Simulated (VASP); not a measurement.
# K2TaO3 (R-3m) in VASP: single point with PBE

Aim: the single point of K2TaO3 with PBE.

Program: VASP 6.6.1. These are calculated values, not measurements. Logs are shortened: lines on timing, memory, paths and dates and some standing lists are left out, and cuts for length are marked.

## Step 1: The cell of the first run

It takes space group R-3m (No. 166, trigonal). Conventional cell: a = 5.522 Å, b = 5.522 Å, c = 13.623 Å, α = 90.00°, β = 90.00°, γ = 120.00°. Within 4.2 Å of K (site symmetry 3m) lie 9 O at 3.23 to 3.29 Å and 3 Ta at 3.24 Å and 4 K at 3.33 to 3.41 Å. Within 3.7 Å of Ta (site symmetry -3m) lie 6 O at 2.77 Å and 6 K at 3.24 Å. O (site symmetry 2/m) has 4 O at 2.76 Å and 2 Ta at 2.77 Å and 6 K at 3.23 to 3.29 Å within 3.6 Å.

The cell was built from a structure type or drawn by symmetry, and may not be a known phase.

## Step 2: Single point, PBE, collinear spin

Contents of INCAR:

```
SYSTEM = K2TaO3
PREC = Accurate
ENCUT = 520
EDIFF = 1E-7
ISMEAR = 0
SIGMA = 0.1
LREAL = .FALSE.
LASPH = .TRUE.
NELM = 150
ALGO = Normal
ISIF = 2
LWAVE = .FALSE.
LCHARG = .FALSE.
ISPIN = 2
MAGMOM = 0 0 1 0 0 0
LORBIT = 11
LMAXMIX = 4
GGA = PE
NBANDS = 36
```

Contents of KPOINTS:

```
Automatic mesh
0
G
  6 6 6
  0 0 0
```

Contents of POSCAR:

```
K2TaO3
1.0
    2.7610546000      1.5940956100      4.5410465600
   -2.7610546000      1.5940956100      4.5410465600
    0.0000000000     -3.1881912300      4.5410465600
K Ta O
2 1 3
Direct
    0.6223710200      0.6223710200      0.6223710200
    0.3776289800      0.3776289800      0.3776289800
    0.0000000000      0.0000000000      0.0000000000
    0.5000000000      0.0000000000      0.0000000000
    0.0000000000      0.5000000000      0.0000000000
    0.0000000000      0.0000000000      0.5000000000
```

Potentials or basis: VASP PAW PBE potentials, release 64 (K_sv, Ta_pv, O).

Launch:

```console
> cat potpaw_PBE.64/K_sv/POTCAR potpaw_PBE.64/Ta_pv/POTCAR potpaw_PBE.64/O/POTCAR > POTCAR
> mpirun -np 1 vasp_std > vasp.out
```

OUTCAR:

```text
SYSTEM = K2TaO3
   PREC = Accurate
   ENCUT = 520
   EDIFF = 1E-7
   ISMEAR = 0
   LREAL = .FALSE.
   LASPH = .TRUE.
   NELM = 150
   ISIF = 2
   ISPIN = 2
   LORBIT = 11
   GGA = PE

 ion  position               nearest neighbor table
   1  0.622  0.622  0.622-   3 3.24   3 3.24   3 3.24   2 3.33   2 3.41   2 3.41   2 3.41
   2  0.378  0.378  0.378-   3 3.24   3 3.24   3 3.24   1 3.33   1 3.41   1 3.41   1 3.41
   3  0.000  0.000  0.000-   4 2.77   5 2.77   5 2.77   4 2.77   6 2.77   6 2.77   2 3.24   1 3.24
                             2 3.24   1 3.24   2 3.24   1 3.24
   4  0.500  0.000  0.000-   3 2.77   3 2.77
   5  0.000  0.500  0.000-   3 2.77   3 2.77
   6  0.000  0.000  0.500-   3 2.77   3 2.77

  LATTYP: Found a trigonal (rhomboedric) cell.
 ALAT       =     5.5484833223
 COS(alpha) =     0.5047420957

  Lattice vectors:

 A1 = (   2.7610546000,   1.5940956100,   4.5410465600)
 A2 = (  -2.7610546000,   1.5940956100,   4.5410465600)
 A3 = (   0.0000000000,  -3.1881912300,   4.5410465600)

Analysis of symmetry for initial positions (statically):
=====================================================================
 Subroutine PRICEL returns:
 Original cell was already a primitive cell.

 Routine SETGRP: Setting up the symmetry group for a
 trigonal (rhombohedral) supercell.

 Subroutine GETGRP returns: Found 12 space group operations
 (whereof 12 operations were pure point group operations)
 out of a pool of 12 trial point group operations.

The static configuration has the point symmetry D_3d.

Analysis of symmetry for dynamics (positions and initial velocities):
=====================================================================
 Subroutine PRICEL returns:
 Original cell was already a primitive cell.

 Routine SETGRP: Setting up the symmetry group for a
 trigonal (rhombohedral) supercell.

 Subroutine GETGRP returns: Found 12 space group operations
 (whereof 12 operations were pure point group operations)
 out of a pool of 12 trial point group operations.

The dynamic configuration has the point symmetry D_3d.

Analysis of structural, dynamic, and magnetic symmetry:
=====================================================================
 Subroutine PRICEL returns:
 Original cell was already a primitive cell.

 Routine SETGRP: Setting up the symmetry group for a
 trigonal (rhombohedral) supercell.

 Subroutine GETGRP returns: Found 12 space group operations
 (whereof 12 operations were pure point group operations)
 out of a pool of 12 trial point group operations.

The overall configuration has the point symmetry D_3d.

 Subroutine INISYM returns: Found 12 space group operations
 (whereof 12 operations are pure point group operations),
 and found     1 'primitive' translations

----------------------------------------------------------------------------------------

                                     Primitive cell

  volume of cell :     119.9214

  direct lattice vectors                    reciprocal lattice vectors
     2.761054600  1.594095610  4.541046560     0.181090225  0.104552491  0.073404518
    -2.761054600  1.594095610  4.541046560    -0.181090225  0.104552491  0.073404518
     0.000000000 -3.188191230  4.541046560     0.000000000 -0.209104981  0.073404518

  length of vectors
     5.548483322  5.548483322  5.548483322     0.221614793  0.221614793  0.221614793

  position of ions in fractional coordinates (direct lattice)
     0.622371020  0.622371020  0.622371020
     0.377628980  0.377628980  0.377628980
     0.000000000  0.000000000  0.000000000
     0.500000000  1.000000000  0.000000000
     1.000000000  0.500000000  0.000000000
     1.000000000  1.000000000  0.500000000

  ion indices of the primitive-cell ions
   primitive index   ion index
                 1           1
                 2           2
                 3           3
                 4           4
                 5           5
                 6           6

[... 33 lines left out ...]
  0.333333  0.166667 -0.000000     12.000000
[... 16 lines left out ...]
  0.500000  0.500000  0.166667      6.000000
 -0.333333  0.500000  0.166667     12.000000
 [... further k-points ...]
   k-points           NKPTS =     32   k-points in BZ     NKDIM =     32   number of bands    NBANDS=     36
   number of dos      NEDOS =    301   number of ions     NIONS =      6
   total plane-waves  NPLWV =  74088
   dimension x,y,z NGX =    42 NGY =   42 NGZ =   42
   dimension x,y,z NGXF=    84 NGYF=   84 NGZF=   84
   ions per type =               2   1   3
   NGX,Y,Z   is equivalent  to a cutoff of  12.58, 12.58, 12.58 a.u.
   NGXF,Y,Z  is equivalent  to a cutoff of  25.17, 25.17, 25.17 a.u.
 SYSTEM =  K2TaO3
   PREC   = accura    normal or accurate (medium, high low for compatibility)
   ISTART =      0    job   : 0-new  1-cont  2-samecut
   ICHARG =      2    charge: 1-file 2-atom 10-const
   ISPIN  =      2    spin polarized calculation?
   LNONCOLLINEAR =      F non collinear calculations
   LSORBIT =      F    spin-orbit coupling
   LASPH  =      T    aspherical Exc in radial PAW
   ENCUT  =  520.0 eV  38.22 Ry    6.18 a.u.  10.32 10.32 10.32*2*pi/ulx,y,z
   NELM   =    150;   NELMIN=  2; NELMDL= -5     # of ELM steps
   EDIFF  = 0.1E-06   stopping-criterion for ELM
   LREAL  =      F    real-space projection
   EDIFFG = 0.1E-05   stopping-criterion for IOM
   NSW    =      0    number of steps for IOM
   IBRION =     -1    ionic relax: 0-MD 1-quasi-New 2-CG
   NFREE  =      0    steps in history (QN), initial steepest desc. (CG)
   ISIF   =      2    stress and relaxation
   ISYM   =      2    0-nonsym 1-usesym 2-fastsym
   POTIM  = 0.5000    time-step for ionic-motion
   TEBEG  =    0.0;   TEEND  =   0.0 temperature during run
   PSTRESS=    0.0 pullay stress
   NELECT =      47.0000    total number of electrons
   NUPDOWN=      -1.0000    fix difference up-down
   EMIN   =  10.00;   EMAX   =-10.00  energy-range for DOS
   EFERMI =   0.00;   METHOD = LEGACY
   ISMEAR =     0;   SIGMA  =   0.10  broadening in eV -4-tet -1-fermi 0-gaus
   EFERMI_NEDOS =   21; number of points for ismear=-14 and -15
   IALGO  =     38    algorithm
   IMIX   =      4    mixing-type and parameters
     AMIX     =   0.40;   BMIX     =  1.00
     AMIX_MAG =   1.60;   BMIX_MAG =  1.00
  volume/ion in A,a.u.               =      19.99       134.88
  Fermi-wavevector in a.u.,A,eV,Ry     =   1.198051  2.263988 19.528794  1.435326
  Thomas-Fermi vector in A             =   2.333950
   LORBIT       =     11    0 simple, 1 ext, 2 COOP (PROOUT), +10 PAW based schemes
   GGA     = PE    functional components
   LHFCALC =     F    Hartree Fock is set to
   AEXX    =    0.0000 exact exchange contribution
   IVDW    =     0    specifies the selected vdW correction
   LEPSILON=     F    determine dielectric tensor
   LRPA    =     F    only Hartree local field effects (RPA)
 spin polarized calculation
 Gauss-broadening in eV      SIGMA  =   0.10
  energy-cutoff  :      520.00
  volume of cell :      119.92
 maximum number of plane-waves:      3254
 NGX is ok and might be reduce to    42
   NGX = 21   NGY = 21   NGZ = 21

 number of electron      47.0000004 magnetization       4.6368354

 Free energy of the ion-electron system (eV)
  ---------------------------------------------------
  ext. energy  EPLUGINS =         0.00000000
  ---------------------------------------------------
  free energy    TOTEN  =       -26.53053301 eV

  energy without entropy =      -26.50601048  energy(sigma->0) =      -26.51827174

 E-fermi :   0.8031     XC(G=0):  -9.0998

 val. band max:        0.7870844368   @ k =   0.5000   0.3333   0.1667
 cond. band min:       0.8137461804   @ k =  -0.3333   0.3333   0.1667
 fundamental gap:      0.0266617436
 Fermi energy:         0.8030895924

 spin component 1

 k-point     1 :       0.0000    0.0000    0.0000
  band No.  band energies     occupation
      1     -35.1022      1.00000
      2     -34.9682      1.00000
      3     -34.9682      1.00000
      4     -29.3492      1.00000
      5     -29.2058      1.00000
      6     -16.1422      1.00000
[... 901 lines left out ...]
     34       7.2464      0.00000
     35       7.9671      0.00000

 [... further k-points ...]

 spin component 2

 k-point     1 :       0.0000    0.0000    0.0000
  band No.  band energies     occupation
      1     -34.4361      1.00000
      2     -33.7259      1.00000
      3     -33.7259      1.00000
      4     -29.3033      1.00000
      5     -29.1617      1.00000
      6     -15.0967      1.00000
[... 901 lines left out ...]
     34       7.4566      0.00000
     35       8.2351      0.00000

 [... further k-points ...]

 [bands above 35 left out]

------------------------ aborting loop because EDIFF is reached ----------------------------------------

  FORCE on cell =-STRESS in cart. coord.  units (eV):
  Direction    XX          YY          ZZ          XY          YZ          ZX
  --------------------------------------------------------------------------------------
  -------------------------------------------------------------------------------------
  Total        1.1732345      1.1732345    -27.5930224      0.0000000      0.0000000      0.0000000
  in kB       15.6746861     15.6746860   -368.6491949      0.0000000      0.0000003      0.0000000
  external PRESSURE =    -112.4332742 kB  Pullay stress =       0.0000000 kB

 VOLUME and BASIS-vectors are now :
 -----------------------------------------------------------------------------
  energy-cutoff  :      520.00
  volume of cell :      119.92
      direct lattice vectors                 reciprocal lattice vectors
     2.761054600  1.594095610  4.541046560     0.181090225  0.104552491  0.073404518
    -2.761054600  1.594095610  4.541046560    -0.181090225  0.104552491  0.073404518
     0.000000000 -3.188191230  4.541046560     0.000000000 -0.209104981  0.073404518

 POSITION                                       TOTAL-FORCE (eV/Angst)
 -----------------------------------------------------------------------------------
      0.00000     -0.00000      8.47865         0.000000      0.000000     -0.513501
      0.00000     -0.00000      5.14449         0.000000     -0.000000      0.513501
      0.00000      0.00000      0.00000         0.000000      0.000000     -0.000000
      1.38053      0.79705      2.27052         0.000000      0.000000     -0.000000
     -1.38053      0.79705      2.27052         0.000000      0.000000     -0.000000
      0.00000     -1.59410      2.27052        -0.000000      0.000000     -0.000000
 -----------------------------------------------------------------------------------
    total drift:                                0.000000      0.000000     -0.000000

  FREE ENERGIE OF THE ION-ELECTRON SYSTEM (eV)
  ---------------------------------------------------
  free  energy   TOTEN  =       -26.5305330078 eV

  energy  without entropy=      -26.5060104803  energy(sigma->0) =      -26.51827174

 total charge

# of ion       s       p       d       tot
------------------------------------------
    1        1.966   5.572   0.046   7.583
    2        1.966   5.572   0.046   7.583
    3        0.282   5.976   2.150   8.407
    4        1.589   3.138   0.000   4.727
    5        1.589   3.138   0.000   4.727
    6        1.589   3.138   0.000   4.727
--------------------------------------------------
tot          8.981  26.533   2.241  37.755

 magnetization (x)

# of ion       s       p       d       tot
------------------------------------------
    1        0.006   0.015   0.019   0.041
    2        0.006   0.015   0.019   0.041
    3        0.132   0.004   1.561   1.697
    4        0.011   0.560   0.000   0.570
    5        0.011   0.560   0.000   0.570
    6        0.011   0.560   0.000   0.570
--------------------------------------------------
tot          0.177   1.714   1.599   3.490
```

Wall time 9.7 min (1 thread of AMD EPYC 7R13 (Zen 3), shared host); peak memory 0.43 GiB.

Results:

```yaml
Free_energy: -26.5305 eV
Pressure: -11.2 GPa
Largest_force: 0.514 eV/Å
Net_moment: 4.64 μB per cell
Site_moments: K +0.04; Ta +1.70; O +0.57 μB
Valence_electrons_inside_the_program's_atomic_spheres: K 7.58; Ta 8.41; O 4.73
```

Forces in eV/Å, atoms in the order of the input:
```
K    0.000  0.000 -0.514
K    0.000  0.000  0.514
Ta   0.000  0.000  0.000
O    0.000  0.000  0.000
O    0.000  0.000  0.000
O    0.000  0.000  0.000
```

Caveat: the cell stands under tension; spin-orbit coupling is left out, which moves the levels of the heavy elements.
